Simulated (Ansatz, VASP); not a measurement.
**One calculation of Si4O, two programs**

```
CELL_PARAMETERS angstrom
3.83334 0.00000 0.00000
0.00000 3.83334 0.00000
0.00000 0.00000 21.20348
ATOMIC_POSITIONS crystal
Si 0.00000 0.50000 0.18865
Si 0.00000 0.00000 0.25257
Si 0.50000 0.00000 0.31919
Si 0.50000 0.50000 0.38218
O 0.50000 0.62500 0.50008
```

Alike in both runs: task single point; functional PBE; dispersion D3(BJ); k mesh 7 × 7 × 1; occupations gaussian, width 0.05 eV; collinear spin.

```csv
,VASP,Ansatz
version,VASP 6.6.1,Ansatz 0.2.0
potentials or method,"VASP PAW PBE potentials, release 64 (Si, O), cutoff 520 eV","scalar-relativistic, plane waves, PAW"
valence electrons in the cell,22,22
```

VASP gave:

```
gap on the k mesh at the Fermi level (eV)                     : none
rms of the force components (eV/Å)                            : 0.899
net moment per atom (μB)                                      : 0.26
size of the moment on the site where the two differ most (μB) : 1.12
work function, face that differs most (eV)                    : 5.41
```

Question: Which values does Ansatz return?

Answer: gap on the k mesh at the Fermi level (eV): none; rms of the force components (eV/Å): 0.854; net moment per atom (μB): 0.23; size of the moment on the site where the two differ most (μB): 1.30; work function, face that differs most (eV): 5.39.

Site moments also hang on the region over which each program counts them. Atom by atom the forces differ by 0.048 eV/Å (rms over components). A gap of «none» marks a metal or a gap that the smearing closes.
